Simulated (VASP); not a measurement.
Crystal: ReBPt.

```
Re B Pt
1.0
     3.33711    0.00000    0.00000
     0.00000    3.33711    0.00000
     0.00000    0.00000    4.15525
Re B Pt
1 1 1
Direct
  0.00000 0.00000 0.50000
  0.00000 0.00000 0.00000
  0.50000 0.50000 0.00000
```

The cell was built from a structure type or drawn by symmetry, and may not be a known phase.

| Item | Value |
| --- | --- |
| Program | VASP 6.6.1 |
| Task | relaxation of cell and atoms |
| Functional | PBE |
| Potentials or basis | VASP PAW PBE potentials, release 64 (Re, B, Pt) |
| Cutoff | 600 eV |
| k mesh | 6 × 6 × 4 |
| Occupations | gaussian, width 0.1 eV |
| Spin | no spin polarisation |

At the start: pressure -25.9 GPa; volume 15.42 Å³/atom.

Where does the relaxation end?

Over 10 steps the energy falls by 278.4 meV/atom and the volume is 13.11 Å³/atom (-15.0 %); space group P4/mmm (No. 123, to 0.1 Å) before and after.

The path:
```
step  energy change (eV)  largest force (eV/Å)  pressure (GPa)  volume (Å³)
   1              0.0000                0.0000          -25.91        46.27
   2              1.1546                0.0000           98.56        31.39
   3             -0.7825                0.0000            0.25        39.49
   4             -0.7860                0.0000            2.11        39.20
   5             -0.7865                0.0000            2.99        39.06
   6             -0.7944                0.0000           -0.21        39.30
   7             -0.8347                0.0000            0.84        39.20
   8             -0.8347                0.0000            0.87        39.19
   9             -0.8343                0.0000           -1.23        39.51
  10             -0.8351                0.0000            0.04        39.32
```

Final structure:
```yaml
crystal:
  lattice:
    - [3.08162, 0.00000, 0.00000]
    - [0.00000, 3.08162, 0.00000]
    - [0.00000, 0.00000, 4.14068]
  atoms:
    - { symbol: Re, position: [0.00000, 0.00000, 0.50000] }
    - { symbol: B, position: [0.00000, 0.00000, 0.00000] }
    - { symbol: Pt, position: [0.50000, 0.50000, 0.00000] }
```

Caveat: the k points lie up to 0.38 Å⁻¹ apart in the final cell, too coarse for converged energies and pressures of a metal; the volume moved by over 15 % at a fixed basis, so the end points are rough.
